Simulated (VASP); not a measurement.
Ti3B, 4 atoms in the cell. Symmetry: I4/mmm, No. 139, tetragonal system. The conventional cell has a = 3.557 Å, b = 3.557 Å, c = 7.946 Å, α = 90.00°, β = 90.00°, γ = 90.00°. Ti (site symmetry 4/mmm) has 4 B at 2.52 Å and 8 Ti at 2.67 Å within 3.3 Å. Ti (site symmetry -4m2) has 8 Ti at 2.52 to 2.67 Å and 4 B at 2.67 Å within 3.3 Å. B (site symmetry 4/mmm) has 12 Ti at 2.52 to 2.67 Å within 3.3 Å. 

* Program: VASP 6.6.1
* Task: single point
* Functional: PBE
* Potentials or basis: VASP PAW PBE potentials, release 64 (Ti_sv, B)
* Cutoff: 520 eV
* k mesh: 8 × 8 × 8
* Occupations: gaussian, width 0.1 eV
* Spin: no spin polarisation
* Dipole correction: no
* Further INCAR settings: ALGO = Normal; EDIFF = 1e-06; NBANDS = 28

Potentials or basis: VASP PAW PBE potentials, release 64 (Ti_sv, B).

Command:

```sh
$ cat potpaw_PBE.64/Ti_sv/POTCAR potpaw_PBE.64/B/POTCAR > POTCAR
$ mpirun -np 1 vasp_std > vasp.out
```

Hardware: 1 thread of Intel(R) Xeon(R) 6975P-C (Granite Rapids) (shared host).

Task: Estimate the wall time of this run.

Result: It took 55 s on 1 thread of Intel(R) Xeon(R) 6975P-C (Granite Rapids), on a shared host, peak memory 0.23 GiB. Counts: scf iterations 15, k points 59.
